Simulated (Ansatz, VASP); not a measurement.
# Ti2C5 in VASP and in Ansatz

```xyz
7
Lattice="2.4821 1.4331 3.1086 -2.4821 1.4331 3.1086 0.0000 -2.8661 3.1086" Properties=species:S:1:pos:R:3 pbc="T T T"
Ti    0.0000    0.0000    0.0000
Ti    0.0000    0.0000    4.6629
C     0.0000   -1.4331    1.5543
C     1.2411    0.7165    1.5543
C    -1.2411    0.7165    1.5543
C     0.0000    0.0000    2.0656
C     0.0000    0.0000    7.2602
```

Alike in both runs: functional PBE; k mesh 4 × 4 × 4; occupations gaussian, width 0.2 eV; no spin polarisation.

Ansatz relaxed the structure, and its values are those at the end. VASP's run is a single point on that final structure, the one shown.

```csv
,VASP,Ansatz
version,VASP 6.6.1,Ansatz 0.2.0
potentials or method,"VASP PAW PBE potentials, release 64 (Ti_sv, C), cutoff 600 eV","scalar-relativistic, plane waves, PAW"
valence electrons in the cell,44,44
```

|  | VASP | Ansatz | Ansatz less VASP |
| --- | --- | --- | --- |
| gap on the k mesh at the Fermi level (eV) | none | none | - |
| pressure (GPa) | 0.5 | 0.3 | -0.14 |
| rms of the force components (eV/Å) | 0.006 | 0.014 | +0.0079 |

A gap of «none» marks a metal or a gap that the smearing closes.

The k mesh is coarse, so the values compare programs but aren't converged.
